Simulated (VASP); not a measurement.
# TiB2 (P6/mmm) in VASP: a series of runs, part 2 of 2

VASP 6.6.1.

### Step 4. Single point, PBEsol (8.89 Å³/atom)

This run uses another cell than the first one, of 8.89 Å³/atom.

INCAR reads:

```
SYSTEM = TiB2
PREC = Accurate
ENCUT = 520
EDIFF = 1E-6
ISMEAR = -1
SIGMA = 0.08
LREAL = .FALSE.
LASPH = .TRUE.
NELM = 80
ALGO = Normal
ISIF = 2
LWAVE = .FALSE.
LCHARG = .FALSE.
GGA = PS
NBANDS = 16
```

KPOINTS reads:

```
regular mesh
0
G
  15 15 13
  0 0 0
```

POSCAR reads:

```
TiB2
1.0
    3.0690606440      0.0000000000      0.0000000000
   -1.5345303220      2.6578844835      0.0000000000
    0.0000000000      0.0000000000      3.2708838193
Ti B
1 2
Direct
    0.0000000000      0.0000000000      0.0000000000
    0.3333333333      0.6666666667      0.5000000000
    0.6666666667      0.3333333333      0.5000000000
```

Potentials or basis: VASP PAW PBE potentials, release 64 (Ti_sv, B).

Started as:

```console
$ cat potpaw_PBE.64/Ti_sv/POTCAR potpaw_PBE.64/B/POTCAR > POTCAR
$ mpirun -np 1 vasp_std > vasp.out
```

OUTCAR:

```text
SYSTEM = TiB2
   PREC = Accurate
   ENCUT = 520
   EDIFF = 1E-6
   ISMEAR = -1
   LREAL = .FALSE.
   LASPH = .TRUE.
   NELM = 80
   ISIF = 2
   GGA = PS

 ion  position               nearest neighbor table
   1  0.000  0.000  0.000-   2 2.41   3 2.41   2 2.41   3 2.41   3 2.41   3 2.41   2 2.41   2 2.41
                             3 2.41   3 2.41   2 2.41   2 2.41
   2  0.333  0.667  0.500-   3 1.77   3 1.77   3 1.77   1 2.41   1 2.41   1 2.41   1 2.41   1 2.41
                             1 2.41
   3  0.667  0.333  0.500-   2 1.77   2 1.77   2 1.77   1 2.41   1 2.41   1 2.41   1 2.41   1 2.41
                             1 2.41

  LATTYP: Found a hexagonal cell.
 ALAT       =     3.0690606440
 C/A-ratio  =     1.0657605693

  Lattice vectors:

 A1 = (   3.0690606440,   0.0000000000,   0.0000000000)
 A2 = (  -1.5345303220,   2.6578844835,   0.0000000000)
 A3 = (   0.0000000000,   0.0000000000,   3.2708838193)

Analysis of symmetry for initial positions (statically):
=====================================================================
 Subroutine PRICEL returns:
 Original cell was already a primitive cell.

 Routine SETGRP: Setting up the symmetry group for a
 hexagonal supercell.

 Subroutine GETGRP returns: Found 24 space group operations
 (whereof 24 operations were pure point group operations)
 out of a pool of 24 trial point group operations.

The static configuration has the point symmetry D_6h.

Analysis of symmetry for dynamics (positions and initial velocities):
=====================================================================
 Subroutine PRICEL returns:
 Original cell was already a primitive cell.

 Routine SETGRP: Setting up the symmetry group for a
 hexagonal supercell.

 Subroutine GETGRP returns: Found 24 space group operations
 (whereof 24 operations were pure point group operations)
 out of a pool of 24 trial point group operations.

[... 114 lines left out ...]
   NUPDOWN=      -1.0000    fix difference up-down
   EMIN   =  10.00;   EMAX   =-10.00  energy-range for DOS
   EFERMI =   0.00;   METHOD = LEGACY
   ISMEAR =    -1;   SIGMA  =   0.08  broadening in eV -4-tet -1-fermi 0-gaus
   EFERMI_NEDOS =   21; number of points for ismear=-14 and -15
   IALGO  =     38    algorithm
   IMIX   =      4    mixing-type and parameters
     AMIX     =   0.40;   BMIX     =  1.00
     AMIX_MAG =   1.60;   BMIX_MAG =  1.00
  volume/ion in A,a.u.               =       8.89        60.02
  Fermi-wavevector in a.u.,A,eV,Ry     =   1.435809  2.713286 28.049069  2.061548
  Thomas-Fermi vector in A             =   2.555067
   LORBIT       =      0    0 simple, 1 ext, 2 COOP (PROOUT), +10 PAW based schemes
   GGA     = PS    functional components
   LHFCALC =     F    Hartree Fock is set to
   AEXX    =    0.0000 exact exchange contribution
   IVDW    =     0    specifies the selected vdW correction
   LEPSILON=     F    determine dielectric tensor
   LRPA    =     F    only Hartree local field effects (RPA)
 non-spin polarized calculation
  energy-cutoff  :      520.00
  volume of cell :       26.68
 maximum number of plane-waves:       732
 NGX is ok and might be reduce to    24
   NGX = 11   NGY = 11   NGZ = 13

 number of electron      18.0000001 magnetization

 Free energy of the ion-electron system (eV)
  ---------------------------------------------------
  ext. energy  EPLUGINS =         0.00000000
  ---------------------------------------------------
  free energy    TOTEN  =       -25.72726009 eV

  energy without entropy =      -25.71876328  energy(sigma->0) =      -25.72301169

 E-fermi :   9.4904     XC(G=0): -12.6840

 val. band max:        9.4670169788   @ k =   0.0000   0.0000   0.3846
 cond. band min:       9.4925863822   @ k =   0.2000   0.2000   0.0769
 fundamental gap:      0.0255694034
 Fermi energy:         9.4904268925

 k-point     1 :       0.0000    0.0000    0.0000
  band No.  band energies     occupation
      1     -47.3120      2.00000
      2     -23.7626      2.00000
      3     -23.4659      2.00000
      4     -23.4659      2.00000
      5      -3.7689      2.00000
      6       6.9735      2.00000
[... 433 lines left out ...]
      3     -23.6976      2.00000
      4     -23.6275      2.00000
      5       0.7053      2.00000
      6       0.8672      2.00000
[... 8 lines left out ...]
     15      17.9639      0.00000
     16      18.9997      0.00000

 [... further k-points ...]
[... 5 lines left out ...]
  --------------------------------------------------------------------------------------
  -------------------------------------------------------------------------------------
  Total       -2.2490942     -2.2490942     -2.3666279      0.0000000      0.0000000      0.0000000
  in kB     -135.0552677   -135.0552677   -142.1130225      0.0000000      0.0000000      0.0000000
  external PRESSURE =    -137.4078526 kB  Pullay stress =       0.0000000 kB

 VOLUME and BASIS-vectors are now :
 -----------------------------------------------------------------------------
  energy-cutoff  :      520.00
  volume of cell :       26.68
      direct lattice vectors                 reciprocal lattice vectors
     3.069060644  0.000000000  0.000000000     0.325832597  0.188119538  0.000000000
    -1.534530322  2.657884484  0.000000000     0.000000000  0.376239075  0.000000000
     0.000000000  0.000000000  3.270883819     0.000000000  0.000000000  0.305727765

 POSITION                                       TOTAL-FORCE (eV/Angst)
 -----------------------------------------------------------------------------------
      0.00000      0.00000      0.00000        -0.000000     -0.000000     -0.000000
     -0.00000      1.77192      1.63544        -0.000000      0.000000      0.000000
      1.53453      0.88596      1.63544         0.000000     -0.000000     -0.000000
 -----------------------------------------------------------------------------------
    total drift:                               -0.000000      0.000000      0.000000

  FREE ENERGIE OF THE ION-ELECTRON SYSTEM (eV)
  ---------------------------------------------------
  free  energy   TOTEN  =       -25.7272600950 eV

  energy  without entropy=      -25.7187632823  energy(sigma->0) =      -25.72301169
```

It took 24 s on 1 thread of Intel Xeon 6975P-C (Granite Rapids), shared host; peak memory 0.2 GiB.

What came out:

| Property | Result |
| --- | --- |
| Free energy | -25.7273 eV |
| Pressure | -13.7 GPa |
| Band gap on the k mesh | zero (bands 9 and 10 overlap by 0.44 eV) |

Levels at points of the mesh, in eV from the Fermi level:
| k point | band 7 | band 8 | band 9 | band 10 | band 11 | band 12 |
| --- | --- | --- | --- | --- | --- | --- |
| (0.00, 0.00, 0.00) | -2.52 | -2.29 | -2.06 | 1.78 | 1.78 | 3.49 |

Caveat: the cell stands under tension; the PAW data sets were made with another functional, which shifts forces and pressure a little.

### Step 5. Single point, PBEsol (9.06 Å³/atom)

This run uses another cell than the first one, of 9.06 Å³/atom.

INCAR reads:

```
SYSTEM = TiB2
  PREC = Accurate
  ENCUT = 520
  EDIFF = 1E-7
  ISMEAR = -1
  SIGMA = 0.08
  LREAL = .FALSE.
  LASPH = .TRUE.
  NELM = 60
  ALGO = Normal
  ISIF = 2
  LWAVE = .FALSE.
  LCHARG = .FALSE.
  GGA = PS
  NBANDS = 16
```

KPOINTS reads:

```
Automatic mesh
0
G
  15 15 13
  0 0 0
```

POSCAR reads:

```
TiB2
1.0
    3.0886093280      0.0000000000      0.0000000000
   -1.5443046640      2.6748141404      0.0000000000
    0.0000000000      0.0000000000      3.2917180359
Ti B
1 2
Direct
    0.0000000000      0.0000000000      0.0000000000
    0.3333333333      0.6666666667      0.5000000000
    0.6666666667      0.3333333333      0.5000000000
```

Started as:

```console
$ cat potpaw_PBE.64/Ti_sv/POTCAR potpaw_PBE.64/B/POTCAR > POTCAR
$ mpirun -np 1 vasp_std > vasp.out
```

Wall time 28 s (1 thread of Intel Xeon 6975P-C (Granite Rapids), shared host); peak memory 0.2 GiB.

Results (log left out):

```yaml
Free_energy: -25.6771 eV
Pressure: -17.7 GPa
Band_gap_on_the_k_mesh: zero (bands 9 and 10 overlap by 0.43 eV)
```

Stress tensor (GPa, compression positive):
```
-17.75   0.00   0.00
  0.00 -17.75   0.00
  0.00   0.00 -17.45
```

Levels at points of the mesh, in eV from the Fermi level:
```csv
k point,band 6,band 7,band 8,band 9,band 10,band 11,band 12,band 13
"(0.00, 0.00, 0.00)",-2.48,-2.48,-2.28,-2.02,1.72,1.72,3.41,3.41
```

Caveat: the cell stands under tension; the PAW data sets were made with another functional, which shifts forces and pressure a little.

### Step 6. The runs side by side

| cell | gap on the mesh (eV) | pressure (GPa) |
| --- | --- | --- |
| a = 3.039, b = 3.039, c = 3.239 Å, angles 90.0, 90.0, 120.0°, 3 atoms | none | -7.1 |
| a = 3.049, b = 3.049, c = 3.250 Å, angles 90.0, 90.0, 120.0°, 3 atoms | none | -9.5 |
| a = 3.069, b = 3.069, c = 3.271 Å, angles 90.0, 90.0, 120.0°, 3 atoms | none | -13.7 |
| a = 3.089, b = 3.089, c = 3.292 Å, angles 90.0, 90.0, 120.0°, 3 atoms | none | -17.7 |

Alike in all rows: task single point; level PBEsol; potentials or basis VASP PAW PBE potentials, release 64 (Ti_sv, B); no spin polarisation; k mesh 15 × 15 × 13; cutoff (eV) 520; smearing fermi-dirac 0.08 eV.

Caveats: the cell stands under tension; the PAW data sets were made with another functional, which shifts forces and pressure a little.

Total energies depend on the potentials used, so only differences within one code and one set of settings carry meaning.
